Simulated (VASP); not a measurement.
A run of VASP 6.6.1:

File INCAR:

```
SYSTEM = H22CO11
ALGO = Normal
EDIFF = 1E-7
ENCUT = 520
GGA = PE
ISIF = 2
ISMEAR = -1
IVDW = 12
LASPH = .TRUE.
LCHARG = .FALSE.
LREAL = Auto
LWAVE = .FALSE.
NBANDS = 69
NELM = 80
PREC = Accurate
SIGMA = 0.05
```

The input KPOINTS:

```
k-points
0
G
  1 1 1
  0 0 0
```

File POSCAR:

```
H22CO11
1.0
    7.7711180000      0.0000000000      0.0000000000
    0.0000000000      7.7711180000      0.0000000000
    0.0000000000      0.0000000000      7.7711180000
O H C
11 22 1
Direct
    1.0536579164      0.9443557542      0.1357977063
    0.3060820850      0.7314005527      0.9602736698
    0.6575759112      0.6717308887      0.3179465297
   -0.0312052912      0.3493577115      0.7961531404
    0.5439114423      0.8795388257      0.7077874767
    0.4811148151      0.3540288540      0.1795880593
    0.5469483284      0.4550825248      0.7238083375
    0.2946165532      0.1596038048      0.4998379898
    0.8375242790      0.7055741529      0.7769667119
    0.3343276991      0.1498626066     -0.0737860370
    0.1982597613      0.5815765505      0.3816439282
    1.0802049332      0.9361329991      0.2528465016
    1.1624067477      0.9049405761      0.0771188907
    0.3878592501      0.7888311566      0.8851493440
    0.3728678422      0.6376559975      0.9988266811
    0.5411962603      0.6738026626      0.2709391364
    0.7165892990      0.7659258295      0.2582125249
   -0.0686387724      0.4395635223      0.7091643699
    0.0826522001      0.3118727576      0.7792315083
    0.4320485161      0.9151192917      0.6524543830
    0.6014707279      0.8467507507      0.5979062472
    0.6009946059      0.4247007959      0.1912723497
    0.4980621836      0.2415096515      0.1579566801
    0.6513605893      0.4890029980      0.7884837162
    0.5121528202      0.5544890709      0.6456085212
    0.4059518849      0.2020558689      0.5593661041
    0.3409161976      0.1784556611      0.3756988377
    0.9638896231      0.7033736973      0.7888826292
    0.8061259654      0.8237810827      0.7991642901
    0.4302984461      0.2294135799     -0.1088646447
    0.2303786920      0.2184756428     -0.0674677698
    0.1000113497      0.3830980304      0.2343806901
    0.0731426289      0.6143903619      0.1632583626
    0.1218872239      0.5157430372      0.2582125249
```

Potentials or basis: VASP PAW PBE potentials, release 64 (O, H, C).

Run with:

```bash
$ cat potpaw_PBE.64/O/POTCAR potpaw_PBE.64/H/POTCAR potpaw_PBE.64/C/POTCAR > POTCAR
$ mpirun -np 1 vasp_gam > vasp.out
```

Hardware: 1 thread of Intel(R) Xeon(R) 6975P-C (Granite Rapids) (shared host).

Task: Estimate the wall time of this run.

Result: Run time: 50 s on 1 thread of Intel(R) Xeon(R) 6975P-C (Granite Rapids) (shared host), peak memory 0.51 GiB. Counts: scf iterations 19, k points 1.
